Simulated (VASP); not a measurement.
Input of a VASP 6.6.1 run:

Contents of INCAR:

```
PREC = Accurate
ENCUT = 520
EDIFF = 1E-6
ISMEAR = -1
SIGMA = 0.05
LREAL = False
LASPH = True
NELM = 80
ALGO = Normal
ISIF = 2
LWAVE = False
LCHARG = False
GGA = CA
NBANDS = 12
```

File KPOINTS:

```
Automatic mesh
0
Gamma
  18 18 18
```

File POSCAR:

```
Zn
1.0
   -1.5070868419      1.5070868419      1.5070868419
    1.5070868419     -1.5070868419      1.5070868419
    1.5070868419      1.5070868419     -1.5070868419
Zn
1
Direct
    0.0000000000      0.0000000000      0.0000000000
```

Potentials or basis: VASP PAW LDA potentials, release 64 (Zn).

Launch:

```sh
$ cat potpaw_LDA.64/Zn/POTCAR > POTCAR
$ mpirun -np 1 vasp_std > vasp.out
```

(1) Predict the pressure.

(2) What does it give for the band gap on the k mesh?

Answers

(1) 0.7 GPa.

(2) zero (band 6 reaches 8.12 eV, above the bottom of band 7 at 2.97 eV).
